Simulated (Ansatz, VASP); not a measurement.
**La3Tl: VASP beside Ansatz**

INCAR

```
  PREC = Accurate
  ENCUT = 520
  EDIFF = 1E-8
  ISMEAR = -1
  SIGMA = 0.08
  LREAL = F
  LASPH = T
  NELM = 60
  ALGO = Normal
  ISIF = 2
  LWAVE = F
  LCHARG = F
  GGA = CA
  LEFG = T
  NBANDS = 31
```

KPOINTS

```
regular mesh
0
Gamma
  8 8 8
```

Contents of POSCAR:

```
La3Tl
1.0
    4.9588000000      0.0000000000      0.0000000000
    0.0000000000      4.9588000000      0.0000000000
    0.0000000000      0.0000000000      5.0600000000
La Tl
3 1
Direct
    0.0000000000      0.5000000000      0.5000000000
    0.5000000000      0.0000000000      0.5000000000
    0.5000000000      0.5000000000      0.0000000000
    0.0000000000      0.0000000000      0.0000000000
```

Input for Ansatz:

```yaml
crystal:
  lattice:
    - [4.9588, 0.0, 0.0]
    - [0.0, 4.9588, 0.0]
    - [0.0, 0.0, 5.06]
  atoms:
    - { symbol: La, position: [0.0, 0.5, 0.5] }
    - { symbol: La, position: [0.5, 0.0, 0.5] }
    - { symbol: La, position: [0.5, 0.5, 0.0] }
    - { symbol: Tl, position: [0.0, 0.0, 0.0] }
kpoints:
  mp_grid: { grid: [8, 8, 8] }
scf:
  occupations: { method: fermi_dirac, width: 0.08 }
hamiltonian:
  xc: lda
  pseudopotentials: { kind: all_electron, datasets: crystal }
output:
  forces: true
  stress: true
  eigenvalues: true
  efg: { contact_densities: true }
```

Change from the starting cell: equal xx and yy strain of -2 %, crystal datasets.

Alike in both runs: task electric field gradients; functional LDA; k mesh 8 × 8 × 8; occupations fermi-dirac, width 0.08 eV; no spin polarisation.

```csv
,VASP,Ansatz
version,VASP 6.6.1,Ansatz 0.2.0
potentials or method,"VASP PAW LDA potentials, release 64 (La, Tl_d), cutoff 520 eV","all-electron PAW with datasets made for the crystal, scalar-relativistic"
```

|  | VASP | Ansatz | Ansatz less VASP |
| --- | --- | --- | --- |
| pressure (GPa) | -2.2 | -2.1 | +0.05 |
| traceless stress, the component that is largest in VASP (GPa) | -0.38 | -0.38 | +0.001 |
| size of Vzz on the site where it differs most (V/Å²) | 134.7 | 127.0 | -7.76 |

LDA's correlation is that of Perdew and Zunger in VASP and of Perdew and Wang (1992) in Ansatz. Ansatz ran all-electron here, and VASP with PAW potentials.

Spin-orbit coupling is off throughout.
